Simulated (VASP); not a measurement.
# Mo (C2/m) in VASP: notebook

Runs on Mo. Level: PBE. Tasks: single point.

Everything below comes from runs of VASP 6.6.1. Logs are shortened: lines on timing, memory, paths and dates and some standing lists are left out, and cuts for length are marked.

## (1) The cell of the first run

It takes space group C2/m (No. 12, monoclinic). Conventional cell: a = 3.430 Å, b = 4.002 Å, c = 2.316 Å, α = 90.00°, β = 122.37°, γ = 90.00°. Mo (site symmetry 2/m) has 12 Mo at 2.32 to 2.94 Å within 3.1 Å.

## (2) Single point, PBE (engineering shear strain xz -0.2200, normal strain along z -0.1500)

INCAR

```
SYSTEM = Mo
ALGO = Fast
EDIFF = 1E-7
ENCUT = 520
GGA = PE
ISIF = 2
ISMEAR = 0
LASPH = .TRUE.
LCHARG = .TRUE.
LELF = .TRUE.
LREAL = .FALSE.
LVHAR = .TRUE.
LWAVE = .FALSE.
NBANDS = 13
NELM = 60
PREC = Accurate
SIGMA = 0.15
```

KPOINTS

```
k-points
0
G
  20 20 20
  0 0 0
```

POSCAR

```
Mo
1.0
   -0.2201130824      2.0010280217      1.7008738184
    1.7809149393      0.0000000000      1.4807607361
    2.0010280217      2.0010280217     -0.2201130824
Mo
1
Direct
    0.0000000000      0.0000000000      0.0000000000
```

Potentials or basis: VASP PAW PBE potentials, release 64 (Mo_sv).

Command:

```
$ cat potpaw_PBE.64/Mo_sv/POTCAR > POTCAR
$ mpirun -np 1 vasp_std > vasp.out
```

OUTCAR:

```text
SYSTEM = Mo
   EDIFF = 1E-7
   ENCUT = 520
   GGA = PE
   ISIF = 2
   ISMEAR = 0
   LASPH = .TRUE.
   LREAL = .FALSE.
   NELM = 60
   PREC = Accurate

 ion  position               nearest neighbor table
   1  0.000  0.000  0.000-

  LATTYP: Found a base centered monoclinic cell.
 ALAT       =     3.4301145843
 B/A-ratio  =     1.1667412108
 C/A-ratio  =     0.6752247007
 COS(beta)  =    -0.5353614071

  Lattice vectors:

 A1 = (   0.2201130824,  -2.0010280217,  -1.7008738184)
 A2 = (   0.2201130824,   2.0010280217,  -1.7008738185)
 A3 = (   1.7809149393,   0.0000000000,   1.4807607361)

Analysis of symmetry for initial positions (statically):
=====================================================================
 Subroutine PRICEL returns:
 Original cell was already a primitive cell.

 Routine SETGRP: Setting up the symmetry group for a
 base centered monoclinic supercell.

 Subroutine GETGRP returns: Found  4 space group operations
 (whereof  4 operations were pure point group operations)
 out of a pool of  4 trial point group operations.

The static configuration has the point symmetry C_2h.

Analysis of symmetry for dynamics (positions and initial velocities):
=====================================================================
 Subroutine PRICEL returns:
 Original cell was already a primitive cell.

 Routine SETGRP: Setting up the symmetry group for a
 base centered monoclinic supercell.

 Subroutine GETGRP returns: Found  4 space group operations
 (whereof  4 operations were pure point group operations)
 out of a pool of  4 trial point group operations.

The dynamic configuration has the point symmetry C_2h.

 Subroutine INISYM returns: Found  4 space group operations
 (whereof  4 operations are pure point group operations),
 and found     1 'primitive' translations

----------------------------------------------------------------------------------------

                                     Primitive cell

  volume of cell :      13.4271

  direct lattice vectors                    reciprocal lattice vectors
    -0.220113082  2.001028022  1.700873818    -0.220676640  0.249871563  0.265408392
     1.780914939  0.000000000  1.480760736     0.286283209 -0.249871563  0.331014960
     2.001028022  2.001028022 -0.220113082     0.220676640  0.249871563 -0.265408392

  length of vectors
     2.635438229  2.316098093  2.838428448     0.426116876  0.503949182  0.426116876

  position of ions in fractional coordinates (direct lattice)
     0.000000000  0.000000000  0.000000000

  ion indices of the primitive-cell ions
   primitive index   ion index
                 1           1

----------------------------------------------------------------------------------------

 KPOINTS: k-points

Automatic generation of k-mesh.
 Grid dimensions read from file:
 generate k-points for:   20   20   20

 Generating k-lattice:

  Cartesian coordinates                     Fractional coordinates (reciprocal lattice)
    -0.011033832  0.012493578  0.013270420     0.050000000 -0.000000000  0.000000000
     0.014314160 -0.012493578  0.016550748     0.000000000  0.050000000  0.000000000
     0.011033832  0.012493578 -0.013270420    -0.000000000  0.000000000  0.050000000

  Length of vectors
     0.021305844  0.025197459  0.021305844

  Shift w.r.t. Gamma in fractional coordinates (k-lattice)
     0.000000000  0.000000000  0.000000000

 Subroutine IBZKPT returns following result:
 ===========================================

 Found   2112 irreducible k-points:

 Following reciprocal coordinates:
            Coordinates               Weight
  0.000000  0.000000  0.000000      1.000000
  0.050000  0.000000 -0.000000      4.000000
  0.100000  0.000000 -0.000000      4.000000
  0.150000 -0.000000  0.000000      4.000000
  0.200000  0.000000 -0.000000      4.000000
  0.250000  0.000000  0.000000      4.000000
[... 16 lines left out ...]
 -0.450000  0.050000  0.000000      4.000000
 -0.400000  0.050000 -0.000000      4.000000
 [... further k-points ...]
   k-points           NKPTS =   2112   k-points in BZ     NKDIM =   2112   number of bands    NBANDS=     13
   number of dos      NEDOS =    301   number of ions     NIONS =      1
   total plane-waves  NPLWV =   8640
   dimension x,y,z NGX =    20 NGY =   18 NGZ =   24
   dimension x,y,z NGXF=    40 NGYF=   36 NGZF=   48
   ions per type =               1
   NGX,Y,Z   is equivalent  to a cutoff of  12.62, 12.92, 14.06 a.u.
   NGXF,Y,Z  is equivalent  to a cutoff of  25.23, 25.84, 28.11 a.u.
 SYSTEM =  Mo
   PREC   = accura    normal or accurate (medium, high low for compatibility)
   ISTART =      0    job   : 0-new  1-cont  2-samecut
   ICHARG =      2    charge: 1-file 2-atom 10-const
   ISPIN  =      1    spin polarized calculation?
   LNONCOLLINEAR =      F non collinear calculations
   LSORBIT =      F    spin-orbit coupling
   LASPH  =      T    aspherical Exc in radial PAW
   ENCUT  =  520.0 eV  38.22 Ry    6.18 a.u.   4.90  4.31  5.28*2*pi/ulx,y,z
   NELM   =     60;   NELMIN=  2; NELMDL= -5     # of ELM steps
   EDIFF  = 0.1E-06   stopping-criterion for ELM
   LREAL  =      F    real-space projection
   EDIFFG = 0.1E-05   stopping-criterion for IOM
   NSW    =      0    number of steps for IOM
   IBRION =     -1    ionic relax: 0-MD 1-quasi-New 2-CG
   NFREE  =      0    steps in history (QN), initial steepest desc. (CG)
   ISIF   =      2    stress and relaxation
   ISYM   =      2    0-nonsym 1-usesym 2-fastsym
   POTIM  = 0.5000    time-step for ionic-motion
   TEBEG  =    0.0;   TEEND  =   0.0 temperature during run
   PSTRESS=    0.0 pullay stress
   NELECT =      14.0000    total number of electrons
   NUPDOWN=      -1.0000    fix difference up-down
   EMIN   =  10.00;   EMAX   =-10.00  energy-range for DOS
   EFERMI =   0.00;   METHOD = LEGACY
   ISMEAR =     0;   SIGMA  =   0.15  broadening in eV -4-tet -1-fermi 0-gaus
   EFERMI_NEDOS =   21; number of points for ismear=-14 and -15
   IALGO  =     68    algorithm
   IMIX   =      4    mixing-type and parameters
     AMIX     =   0.40;   BMIX     =  1.00
     AMIX_MAG =   1.60;   BMIX_MAG =  1.00
  volume/ion in A,a.u.               =      13.43        90.61
  Fermi-wavevector in a.u.,A,eV,Ry     =   1.660059  3.137057 37.494894  2.755797
  Thomas-Fermi vector in A             =   2.747361
   LORBIT       =      0    0 simple, 1 ext, 2 COOP (PROOUT), +10 PAW based schemes
   GGA     = PE    functional components
   LHFCALC =     F    Hartree Fock is set to
   AEXX    =    0.0000 exact exchange contribution
   IVDW    =     0    specifies the selected vdW correction
   LEPSILON=     F    determine dielectric tensor
   LRPA    =     F    only Hartree local field effects (RPA)
 non-spin polarized calculation
 RMM-DIIS sequential band-by-band and
 Gauss-broadening in eV      SIGMA  =   0.15
  energy-cutoff  :      520.00
  volume of cell :       13.43
 maximum number of plane-waves:       375
   NGX =  9   NGY =  9   NGZ = 11

 number of electron      14.0000000 magnetization

 Free energy of the ion-electron system (eV)
  ---------------------------------------------------
  ext. energy  EPLUGINS =         0.00000000
  ---------------------------------------------------
  free energy    TOTEN  =        -9.92904303 eV

  energy without entropy =       -9.92018475  energy(sigma->0) =       -9.92461389

 E-fermi :  15.2165     XC(G=0): -14.2134

 val. band max:       15.2161160342   @ k =  -0.4000   0.2500   0.0000
 cond. band min:      15.2175102508   @ k =   0.4500  -0.2000   0.0500
 fundamental gap:      0.0013942166
 Fermi energy:        15.2164898053

 k-point     1 :       0.0000    0.0000    0.0000
  band No.  band energies     occupation
      1     -46.2923      2.00000
      2     -19.3745      2.00000
      3     -19.1451      2.00000
      4     -18.1691      2.00000
      5       7.6122      2.00000
      6      11.6094      2.00000
      7      11.8116      2.00000
      8      16.4180      0.00000
      9      17.2487      0.00000
     10      18.6408      0.00000
     11      27.9533      0.00000
     12      31.6747      0.00000
     13      32.8307      0.00000

 k-point     2 :       0.0500    0.0000   -0.0000
  band No.  band energies     occupation
      1     -46.2852      2.00000
      2     -19.4025      2.00000
      3     -19.1682      2.00000
      4     -18.1728      2.00000
      5       7.7251      2.00000
      6      11.5868      2.00000
      7      11.8321      2.00000
      8      16.3977      0.00000
      9      17.2705      0.00000
     10      18.6226      0.00000
     11      28.1547      0.00000
     12      31.6546      0.00000
     13      32.9141      0.00000

 k-point     3 :       0.1000    0.0000   -0.0000
  band No.  band energies     occupation
      1     -46.2645      2.00000
      2     -19.5057      2.00000
      3     -19.2120      2.00000
      4     -18.1836      2.00000
      5       8.0472      2.00000
      6      11.5208      2.00000
      7      11.8922      2.00000
      8      16.3616      0.00000
      9      17.3308      0.00000
     10      18.5894      0.00000
     11      28.7145      0.00000
     12      31.4750      0.00000
     13      33.2591      0.00000

 k-point     4 :       0.1500   -0.0000    0.0000
  band No.  band energies     occupation
      1     -46.2320      2.00000
      2     -19.6981      2.00000
      3     -19.2453      2.00000
      4     -18.1998      2.00000
      5       8.5222      2.00000
      6      11.4290      2.00000
      7      11.9871      2.00000
      8      16.3724      0.00000
      9      17.4099      0.00000
     10      18.5953      0.00000
     11      29.5060      0.00000
     12      31.0267      0.00000
     13      33.9382      0.00000

 k-point     5 :       0.2000    0.0000   -0.0000
  band No.  band energies     occupation
      1     -46.1908      2.00000
      2     -19.9532      2.00000
      3     -19.2685      2.00000
      4     -18.2195      2.00000
      5       9.0368      2.00000
      6      11.3454      2.00000
      7      12.1439      2.00000
      8      16.4968      0.00000
      9      17.4708      0.00000
     10      18.7042      0.00000
     11      30.1557      0.00000
     12      30.5408      0.00000
     13      34.8782      0.00000
[... 257 lines left out ...]
 k-point    22 :       0.5000    0.0500    0.0000
  band No.  band energies     occupation
      1     -45.9759      2.00000
      2     -21.0892      2.00000
      3     -19.3528      2.00000
      4     -18.4023      2.00000
      5       9.5296      2.00000
      6      11.1399      2.00000
      7      15.3660      0.15854
      8      17.0679      0.00000
      9      18.4343      0.00000
     10      20.5341      0.00000
     11      26.9433      0.00000
     12      29.3894      0.00000
     13      34.6533      0.00000

 k-point    23 :      -0.4500    0.0500    0.0000
  band No.  band energies     occupation
      1     -45.9800      2.00000
      2     -21.0672      2.00000
      3     -19.3464      2.00000
      4     -18.4063      2.00000
      5       9.5514      2.00000
      6      11.1549      2.00000
      7      15.1491      1.47491
      8      17.0495      0.00000
      9      18.4540      0.00000
     10      20.4836      0.00000
     11      27.0578      0.00000
     12      29.4790      0.00000
     13      34.8234      0.00000

 k-point    24 :      -0.4000    0.0500   -0.0000
  band No.  band energies     occupation
      1     -45.9985      2.00000
      2     -20.9647      2.00000
      3     -19.3361      2.00000
      4     -18.4037      2.00000
      5       9.6178      2.00000
      6      11.2120      2.00000
      7      14.6004      2.00000
      8      16.9941      0.00000
      9      18.1998      0.00000
     10      20.2951      0.00000
     11      27.4686      0.00000
     12      29.9649      0.00000
     13      35.3550      0.00000

 [... further k-points ...]

------------------------ aborting loop because EDIFF is reached ----------------------------------------

  FORCE on cell =-STRESS in cart. coord.  units (eV):
  Direction    XX          YY          ZZ          XY          YZ          ZX
  --------------------------------------------------------------------------------------
  -------------------------------------------------------------------------------------
  Total        7.2316258      5.6061320      5.4337125      0.0000000     -0.0000000      3.5804698
  in kB      862.9086605    668.9477631    648.3739281      0.0000000     -0.0000000    427.2370441
  external PRESSURE =     726.7434506 kB  Pullay stress =       0.0000000 kB

 VOLUME and BASIS-vectors are now :
 -----------------------------------------------------------------------------
  energy-cutoff  :      520.00
  volume of cell :       13.43
      direct lattice vectors                 reciprocal lattice vectors
    -0.220113082  2.001028022  1.700873818    -0.220676640  0.249871563  0.265408392
     1.780914939  0.000000000  1.480760736     0.286283209 -0.249871563  0.331014960
     2.001028022  2.001028022 -0.220113082     0.220676640  0.249871563 -0.265408392

 POSITION                                       TOTAL-FORCE (eV/Angst)
 -----------------------------------------------------------------------------------
      0.00000      0.00000      0.00000         0.000000      0.000000     -0.000000
 -----------------------------------------------------------------------------------
    total drift:                                0.000000      0.000000      0.000000

  FREE ENERGIE OF THE ION-ELECTRON SYSTEM (eV)
  ---------------------------------------------------
  free  energy   TOTEN  =        -9.9290430328 eV

  energy  without entropy=       -9.9201847518  energy(sigma->0) =       -9.92461389
```

Run time: 3.7 min. Hardware: 1 thread of Intel Xeon Platinum 8488C (Sapphire Rapids), shared host; peak memory 0.43 GiB.

What came out:

```
Free energy            : -9.9290 eV
Pressure               : 72.7 GPa
Band gap on the k mesh : zero (bands 7 and 8 overlap by 5.00 eV)
```

Stress tensor (GPa, compression positive):
```
86.29  0.00 42.72
 0.00 66.89  0.00
42.72  0.00 64.84
```

Caveat: the cell differs from its parent crystal (engineering shear strain xz -0.2200, normal strain along z -0.1500); the cell stands under pressure.

(Continued in part 2 of 2.)
